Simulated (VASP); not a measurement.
A run of VASP 6.6.1:

The input INCAR:

```
SYSTEM = LiMg8
PREC = Accurate
ENCUT = 520
EDIFF = 1E-6
ISMEAR = 0
SIGMA = 0.1
LREAL = .FALSE.
LASPH = .TRUE.
NELM = 100
ALGO = Normal
ISIF = 2
LWAVE = .FALSE.
LCHARG = .FALSE.
LDIPOL = .TRUE.
IDIPOL = 3
DIPOL = 0.5 0.5 0.326
GGA = CA
IBRION = 2
NSW = 36
EDIFFG = -0.025
```

Contents of KPOINTS:

```
Automatic mesh
0
G
  4 5 1
  0 0 0
```

Contents of POSCAR:

```
LiMg8
1.0
    6.2932257366      0.0000000000      0.0000000000
    0.0000000000      5.0388886594      0.0000000000
    0.0000000000      0.0000000000     19.0846137325
Mg Li
8 1
Selective dynamics
Direct
    0.0000000000      0.7500000000      0.2095929242  F F F
    0.5000000000      0.7500000000      0.2095929242  F F F
    0.2500000000      0.2500000000      0.2571887995  F F F
    0.7500000000      0.2500000000      0.2571887995  F F F
    0.2500000000      0.7500000000      0.3565915112  F F F
    0.7500000000      0.7500000000      0.3565915112  F F F
    0.0000000000      0.2500000000      0.3974203428  F F F
    0.5000000000      0.2500000000      0.3974203428  F F F
    0.0000000000      0.6250000000      0.4892096816  F F T
```

Potentials or basis: VASP PAW LDA potentials, release 64 (Mg, Li_sv).

Command:

```console
$ cat potpaw_LDA.64/Mg/POTCAR potpaw_LDA.64/Li_sv/POTCAR > POTCAR
$ mpirun -np 1 vasp_std > vasp.out
```

Hardware: 1 thread of Intel(R) Xeon(R) Platinum 8559C (Emerald Rapids), on a shared host.

Question: Estimate the wall time of this run.

Answer: It took 4.5 min on 1 thread of Intel(R) Xeon(R) Platinum 8559C (Emerald Rapids) (shared host), peak memory 0.46 GiB. Counts: scf iterations 49, k points 9, ion steps 4.
